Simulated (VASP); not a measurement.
Set up this calculation in VASP 6.6.1, as the native input.

* Task: single point
* Functional: r2SCAN
* Potentials or basis: VASP PAW PBE potentials, release 64 (Ti_sv)
* Cutoff: 520 eV
* k mesh: 12 × 12 × 14
* Occupations: gaussian, width 0.1 eV
* Spin: no spin polarisation
* Dipole correction: no
* Further INCAR settings: ALGO = Normal; EDIFF = 1e-06; NBANDS = 25

The system is Ti.

```
Ti
1.0
     4.56802    0.00000    0.00000
    -2.28401    3.95602    0.00000
     0.00000    0.00000    2.82456
Ti
3
Direct
  0.00000 0.00000 0.00000
  0.33333 0.66667 0.50000
  0.66667 0.33333 0.50000
```

One way to write it, as run:

POSCAR

```
Ti
1.0
    4.5680217087      0.0000000029      0.0000000000
   -2.2840108568      3.9560228433      0.0000000000
    0.0000000000      0.0000000000      2.8245629479
Ti
3
Direct
    0.0000000000      0.0000000000      0.0000000000
    0.3333333333      0.6666666667      0.5000000000
    0.6666666667      0.3333333333      0.5000000000
```

INCAR.step1

```
PREC = Accurate
ENCUT = 520
ISMEAR = 0
SIGMA = 0.1
LREAL = F
LASPH = T
NELM = 100
NBANDS = 25
GGA = PE
ALGO = Normal
EDIFF = 1E-4
LWAVE = T
LCHARG = F
```

INCAR.step2

```
PREC = Accurate
ENCUT = 520
EDIFF = 1E-6
ISMEAR = 0
SIGMA = 0.1
LREAL = F
LASPH = T
NELM = 100
ALGO = Normal
ISIF = 2
LWAVE = F
LCHARG = F
METAGGA = R2SCAN
LMIXTAU = T
NBANDS = 25
ISTART = 1
```

KPOINTS

```
regular mesh
0
Gamma
  12 12 14
```

Potentials or basis: VASP PAW PBE potentials, release 64 (Ti_sv).

Run with:

```console
$ cat potpaw_PBE.64/Ti_sv/POTCAR > POTCAR
$ cp INCAR.step1 INCAR
$ mpirun -np 1 vasp_std > vasp.out
$ cp INCAR.step2 INCAR
$ mpirun -np 1 vasp_std > vasp.out
```

Results of the run:

```json
{
  "Pressure": "0.3 GPa",
  "Band gap on the k mesh": "zero (band 18 reaches 8.68 eV, above the bottom of band 19 at 8.46 eV)"
}
```

Caveat: the PAW data sets were made with another functional, which shifts forces and pressure a little.

Wall time 9.2 min on 1 thread of Intel(R) Xeon(R) Platinum 8259CL CPU @ 2.50GHz (Skylake/Cascade Lake) (shared host), peak memory 0.28 GiB.
